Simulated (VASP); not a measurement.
# AsRu (WC type) (P-6m2) in VASP: notebook

AsRu (WC type) is run at these levels: LDA; tasks: single point.

Program: VASP 6.6.1. These are calculated values, not measurements. Logs are shortened: lines on timing, memory, paths and dates and some standing lists are left out, and cuts for length are marked.

## Step 1: The cell of the first run

The structure is hexagonal, space group P-6m2 (No. 187). Conventional cell: a = 2.900 Å, b = 2.900 Å, c = 3.580 Å, α = 90.00°, β = 90.00°, γ = 120.00°. Within 3.2 Å of Ru (site symmetry -6m2) lie 6 As at 2.45 Å and 6 Ru at 2.90 Å. As (site symmetry -6m2) has 6 Ru at 2.45 Å and 6 As at 2.90 Å within 3.2 Å.

## Step 2: Single point, LDA

Contents of INCAR:

```
SYSTEM = AsRu
PREC = Accurate
ENCUT = 500
EDIFF = 1E-6
ISMEAR = -1
SIGMA = 0.08
LREAL = .False.
LASPH = .True.
NELM = 120
ALGO = Normal
ISIF = 2
LWAVE = .False.
LCHARG = .False.
GGA = CA
NBANDS = 16
GGA_COMPAT = .False.
```

Contents of KPOINTS:

```
regular mesh
0
Gamma
  14 14 12
  0 0 0
```

Contents of POSCAR:

```
AsRu
1.0
    2.9004504133      0.0000000000      0.0000000000
   -1.4502252067      2.5118637404      0.0000000000
    0.0000000000      0.0000000000      3.5799629361
Ru As
1 1
Direct
    0.0000000000      0.0000000000      0.0000000000
    0.3333333333      0.6666666667      0.5000000000
```

Potentials or basis: VASP PAW LDA potentials, release 64 (Ru_pv, As).

Launch:

```bash
$ cat potpaw_LDA.64/Ru_pv/POTCAR potpaw_LDA.64/As/POTCAR > POTCAR
$ mpirun -np 1 vasp_std > vasp.out
```

OUTCAR:

```text
SYSTEM = AsRu
   PREC = Accurate
   ENCUT = 500
   EDIFF = 1E-6
   ISMEAR = -1
   LREAL = .False.
   LASPH = .True.
   NELM = 120
   ISIF = 2
   GGA = CA

 ion  position               nearest neighbor table
   1  0.000  0.000  0.000-   2 2.45   2 2.45   2 2.45   2 2.45   2 2.45   2 2.45
   2  0.333  0.667  0.500-   1 2.45   1 2.45   1 2.45   1 2.45   1 2.45   1 2.45

  LATTYP: Found a hexagonal cell.
 ALAT       =     2.9004504133
 C/A-ratio  =     1.2342782761

  Lattice vectors:

 A1 = (   2.9004504133,   0.0000000000,   0.0000000000)
 A2 = (  -1.4502252067,   2.5118637404,   0.0000000000)
 A3 = (   0.0000000000,   0.0000000000,   3.5799629361)

Analysis of symmetry for initial positions (statically):
=====================================================================
 Subroutine PRICEL returns:
 Original cell was already a primitive cell.

 Routine SETGRP: Setting up the symmetry group for a
 hexagonal supercell.

 Subroutine GETGRP returns: Found 12 space group operations
 (whereof 12 operations were pure point group operations)
 out of a pool of 24 trial point group operations.

The static configuration has the point symmetry D_3h.

Analysis of symmetry for dynamics (positions and initial velocities):
=====================================================================
 Subroutine PRICEL returns:
 Original cell was already a primitive cell.

 Routine SETGRP: Setting up the symmetry group for a
 hexagonal supercell.

 Subroutine GETGRP returns: Found 12 space group operations
 (whereof 12 operations were pure point group operations)
 out of a pool of 24 trial point group operations.

The dynamic configuration has the point symmetry D_3h.

 Subroutine INISYM returns: Found 12 space group operations
 (whereof 12 operations are pure point group operations),
 and found     1 'primitive' translations

----------------------------------------------------------------------------------------

                                     Primitive cell

  volume of cell :      26.0819

  direct lattice vectors                    reciprocal lattice vectors
     2.900450413  0.000000000  0.000000000     0.344774038  0.199055383  0.000000000
    -1.450225207  2.511863740  0.000000000     0.000000000  0.398110767  0.000000000
     0.000000000  0.000000000  3.579962936     0.000000000  0.000000000  0.279332501

  length of vectors
     2.900450413  2.900450413  3.579962936     0.398110767  0.398110767  0.279332501

  position of ions in fractional coordinates (direct lattice)
     0.000000000  0.000000000  0.000000000
     0.333333333  0.666666667  0.500000000

  ion indices of the primitive-cell ions
   primitive index   ion index
                 1           1
                 2           2

----------------------------------------------------------------------------------------

 KPOINTS: regular mesh

Automatic generation of k-mesh.
 Grid dimensions read from file:
 generate k-points for:   14   14   12

 Generating k-lattice:

  Cartesian coordinates                     Fractional coordinates (reciprocal lattice)
     0.024626717  0.014218242  0.000000000     0.071428571 -0.000000000  0.000000000
     0.000000000  0.028436483  0.000000000     0.000000000  0.071428571  0.000000000
     0.000000000  0.000000000  0.023277708     0.000000000  0.000000000  0.083333333

  Length of vectors
     0.028436483  0.028436483  0.023277708

  Shift w.r.t. Gamma in fractional coordinates (k-lattice)
     0.000000000  0.000000000  0.000000000

 Subroutine IBZKPT returns following result:
 ===========================================

 Found    168 irreducible k-points:

 Following reciprocal coordinates:
            Coordinates               Weight
  0.000000  0.000000  0.000000      1.000000
  0.071429  0.000000  0.000000      6.000000
  0.142857  0.000000  0.000000      6.000000
  0.214286  0.000000  0.000000      6.000000
  0.285714  0.000000  0.000000      6.000000
  0.357143  0.000000  0.000000      6.000000
[... 16 lines left out ...]
  0.285714  0.285714  0.000000      6.000000
  0.357143  0.285714  0.000000      6.000000
 [... further k-points ...]
   k-points           NKPTS =    168   k-points in BZ     NKDIM =    168   number of bands    NBANDS=     16
   number of dos      NEDOS =    301   number of ions     NIONS =      2
   total plane-waves  NPLWV =  16128
   dimension x,y,z NGX =    24 NGY =   24 NGZ =   28
   dimension x,y,z NGXF=    48 NGYF=   48 NGZF=   56
   ions per type =               1   1
   NGX,Y,Z   is equivalent  to a cutoff of  13.76, 13.76, 13.00 a.u.
   NGXF,Y,Z  is equivalent  to a cutoff of  27.51, 27.51, 26.01 a.u.
 SYSTEM =  AsRu
   PREC   = accura    normal or accurate (medium, high low for compatibility)
   ISTART =      0    job   : 0-new  1-cont  2-samecut
   ICHARG =      2    charge: 1-file 2-atom 10-const
   ISPIN  =      1    spin polarized calculation?
   LNONCOLLINEAR =      F non collinear calculations
   LSORBIT =      F    spin-orbit coupling
   LASPH  =      T    aspherical Exc in radial PAW
   ENCUT  =  500.0 eV  36.75 Ry    6.06 a.u.   5.29  5.29  6.53*2*pi/ulx,y,z
   NELM   =    120;   NELMIN=  2; NELMDL= -5     # of ELM steps
   EDIFF  = 0.1E-05   stopping-criterion for ELM
   LREAL  =      F    real-space projection
   EDIFFG = 0.1E-04   stopping-criterion for IOM
   NSW    =      0    number of steps for IOM
   IBRION =     -1    ionic relax: 0-MD 1-quasi-New 2-CG
   NFREE  =      0    steps in history (QN), initial steepest desc. (CG)
   ISIF   =      2    stress and relaxation
   ISYM   =      2    0-nonsym 1-usesym 2-fastsym
   POTIM  = 0.5000    time-step for ionic-motion
   TEBEG  =    0.0;   TEEND  =   0.0 temperature during run
   PSTRESS=    0.0 pullay stress
   NELECT =      19.0000    total number of electrons
   NUPDOWN=      -1.0000    fix difference up-down
   EMIN   =  10.00;   EMAX   =-10.00  energy-range for DOS
   EFERMI =   0.00;   METHOD = LEGACY
   ISMEAR =    -1;   SIGMA  =   0.08  broadening in eV -4-tet -1-fermi 0-gaus
   EFERMI_NEDOS =   21; number of points for ismear=-14 and -15
   IALGO  =     38    algorithm
   IMIX   =      4    mixing-type and parameters
     AMIX     =   0.40;   BMIX     =  1.00
     AMIX_MAG =   1.60;   BMIX_MAG =  1.00
  volume/ion in A,a.u.               =      13.04        88.00
  Fermi-wavevector in a.u.,A,eV,Ry     =   1.473034  2.783630 29.522306  2.169828
  Thomas-Fermi vector in A             =   2.587976
   LORBIT       =      0    0 simple, 1 ext, 2 COOP (PROOUT), +10 PAW based schemes
   GGA     = CA    functional components
   LHFCALC =     F    Hartree Fock is set to
   AEXX    =    0.0000 exact exchange contribution
   IVDW    =     0    specifies the selected vdW correction
   LEPSILON=     F    determine dielectric tensor
   LRPA    =     F    only Hartree local field effects (RPA)
 non-spin polarized calculation
  energy-cutoff  :      500.00
  volume of cell :       26.08
 maximum number of plane-waves:       685
 NGX is ok and might be reduce to    24
   NGX = 11   NGY = 11   NGZ = 13

 number of electron      19.0000006 magnetization

 Free energy of the ion-electron system (eV)
  ---------------------------------------------------
  ext. energy  EPLUGINS =         0.00000000
  ---------------------------------------------------
  free energy    TOTEN  =       -15.91094593 eV

  energy without entropy =      -15.88380997  energy(sigma->0) =      -15.89737795

 E-fermi :  12.8419     XC(G=0): -13.5348

 val. band max:       12.8373628581   @ k =   0.4286   0.0714   0.1667
 cond. band min:      12.8436947960   @ k =   0.3571   0.0714   0.4167
 fundamental gap:      0.0063319378
 Fermi energy:        12.8419132269

 k-point     1 :       0.0000    0.0000    0.0000
  band No.  band energies     occupation
      1     -30.3081      2.00000
      2     -29.8211      2.00000
      3     -29.8211      2.00000
      4      -3.4455      2.00000
      5       7.1701      2.00000
      6       9.2838      2.00000
[... 8 lines left out ...]
     15      23.5179      0.00000
     16      24.1403      0.00000

 k-point     2 :       0.0714    0.0000    0.0000
  band No.  band energies     occupation
      1     -30.3045      2.00000
      2     -29.8425      2.00000
      3     -29.8261      2.00000
      4      -3.3228      2.00000
      5       7.2682      2.00000
      6       8.9270      2.00000
[... 8 lines left out ...]
     15      23.5177      0.00000
     16      24.4464      0.00000

 k-point     3 :       0.1429    0.0000    0.0000
  band No.  band energies     occupation
      1     -30.2945      2.00000
      2     -29.9024      2.00000
      3     -29.8403      2.00000
      4      -2.9596      2.00000
      5       7.4952      2.00000
      6       8.2798      2.00000
[... 8 lines left out ...]
     15      23.5181      0.00000
     16      25.3395      0.00000

 k-point     4 :       0.2143    0.0000    0.0000
  band No.  band energies     occupation
      1     -30.2801      2.00000
      2     -29.9880      2.00000
      3     -29.8607      2.00000
      4      -2.3701      2.00000
      5       7.4955      2.00000
      6       7.6623      2.00000
[... 8 lines left out ...]
     15      23.5185      0.00000
     16      24.9364      0.00000
[... 324 lines left out ...]
 k-point    22 :       0.3571    0.2143    0.0000
  band No.  band energies     occupation
      1     -30.2305      2.00000
      2     -30.1852      2.00000
      3     -30.0224      2.00000
      4       1.2018      2.00000
      5       4.7454      2.00000
      6       6.8012      2.00000
[... 8 lines left out ...]
     15      23.5138      0.00000
     16      24.9321      0.00000

 k-point    23 :       0.2857    0.2857    0.0000
  band No.  band energies     occupation
      1     -30.2297      2.00000
      2     -30.1618      2.00000
      3     -30.0520      2.00000
      4       1.2312      2.00000
      5       5.1055      2.00000
      6       6.8855      2.00000
[... 8 lines left out ...]
     15      23.5147      0.00000
     16      24.8570      0.00000

 k-point    24 :       0.3571    0.2857    0.0000
  band No.  band energies     occupation
      1     -30.2275      2.00000
      2     -30.1483      2.00000
      3     -30.0817      2.00000
      4       1.5721      2.00000
      5       5.0030      2.00000
      6       6.5744      2.00000
[... 8 lines left out ...]
     15      23.5135      0.00000
     16      23.8528      0.00000

 [... further k-points ...]

------------------------ aborting loop because EDIFF is reached ----------------------------------------

  FORCE on cell =-STRESS in cart. coord.  units (eV):
  Direction    XX          YY          ZZ          XY          YZ          ZX
  --------------------------------------------------------------------------------------
  -------------------------------------------------------------------------------------
  Total        4.2750894      4.2750894      4.3394485     -0.0000000      0.0000000      0.0000000
  in kB      262.6127034    262.6127034    266.5661899     -0.0000000      0.0000000      0.0000000
  external PRESSURE =     263.9305322 kB  Pullay stress =       0.0000000 kB

 VOLUME and BASIS-vectors are now :
 -----------------------------------------------------------------------------
  energy-cutoff  :      500.00
  volume of cell :       26.08
      direct lattice vectors                 reciprocal lattice vectors
     2.900450413  0.000000000  0.000000000     0.344774038  0.199055383  0.000000000
    -1.450225207  2.511863740  0.000000000     0.000000000  0.398110767  0.000000000
     0.000000000  0.000000000  3.579962936     0.000000000  0.000000000  0.279332501

 POSITION                                       TOTAL-FORCE (eV/Angst)
 -----------------------------------------------------------------------------------
      0.00000      0.00000      0.00000         0.000000      0.000000      0.000000
     -0.00000      1.67458      1.78998        -0.000000     -0.000000      0.000000
 -----------------------------------------------------------------------------------
    total drift:                               -0.000000      0.000000      0.000000

  FREE ENERGIE OF THE ION-ELECTRON SYSTEM (eV)
  ---------------------------------------------------
  free  energy   TOTEN  =       -15.9109459302 eV

  energy  without entropy=      -15.8838099666  energy(sigma->0) =      -15.89737795
```

It took 47 s on 1 thread of Intel Xeon Platinum 8259CL at 2.50GHz (Skylake/Cascade Lake), shared host; peak memory 0.18 GiB.

What came out:

```
Free energy            : -15.9109 eV
Pressure               : 26.4 GPa
Band gap on the k mesh : zero (an odd number of electrons rules out a gap without spin polarisation)
```

Levels at points of the mesh, in eV from the Fermi level:
```csv
k point,band 7,band 8,band 9,band 10,band 11,band 12,band 13,band 14
"(0.00, 0.00, 0.00)",-3.40,-3.40,-1.48,-1.48,5.32,5.32,5.78,8.95
"(0.50, 0.00, 0.00)",-5.08,-2.16,-0.09,0.82,1.44,3.44,5.38,8.23
"(0.00, 0.00, 0.50)",-2.88,-2.88,-2.41,-2.41,4.91,4.91,9.75,10.50
"(0.50, 0.00, 0.50)",-4.26,-2.57,-1.51,0.35,1.21,4.75,5.54,6.04
```

Caveat: the cell stands under pressure.

## Step 3: Single point, LDA

Contents of INCAR:

```
  PREC = Accurate
  ENCUT = 500
  EDIFF = 1E-6
  ISMEAR = -1
  SIGMA = 0.08
  LREAL = False
  LASPH = True
  NELM = 120
  ALGO = Normal
  ISIF = 2
  LWAVE = False
  LCHARG = False
  GGA = CA
  NBANDS = 16
  GGA_COMPAT = False
```

Contents of KPOINTS:

```
Automatic mesh
0
Gamma
  14 14 12
```

Contents of POSCAR:

```
AsRu
1.0
    2.9005970286      0.0000000000      0.0000000000
   -1.4502985143      2.5119907129      0.0000000000
    0.0000000000      0.0000000000      3.5805531270
Ru As
1 1
Direct
    0.0000000000      0.0000000000      0.0000000000
    0.3333333333      0.6666666667      0.5000000000
```

Potentials or basis: VASP PAW LDA potentials, release 64 (Ru_pv, As).

Launch:

```bash
$ cat potpaw_LDA.64/Ru_pv/POTCAR potpaw_LDA.64/As/POTCAR > POTCAR
$ mpirun -np 1 vasp_std > vasp.out
```

Run time: 45 s. Hardware: 1 thread of Intel Xeon Platinum 8259CL at 2.50GHz (Skylake/Cascade Lake), shared host; peak memory 0.19 GiB.

It converged, with:

```
Free energy            : -15.9121 eV
Pressure               : 26.3 GPa
Band gap on the k mesh : zero (an odd number of electrons rules out a gap without spin polarisation)
```

Stress tensor (GPa, compression positive):
```
26.18  0.00  0.00
 0.00 26.18  0.00
 0.00  0.00 26.52
```

Levels at points of the mesh, in eV from the Fermi level:
```tsv
k point	band 8	band 9	band 10	band 11	band 12	band 13
(0.00, 0.00, 0.00)	-3.40	-1.48	-1.48	5.32	5.32	5.78
(0.50, 0.00, 0.00)	-2.16	-0.09	0.82	1.43	3.44	5.38
(0.00, 0.00, 0.50)	-2.88	-2.40	-2.40	4.91	4.91	9.75
(0.50, 0.00, 0.50)	-2.56	-1.51	0.35	1.21	4.75	5.54
```

Caveat: the cell stands under pressure.
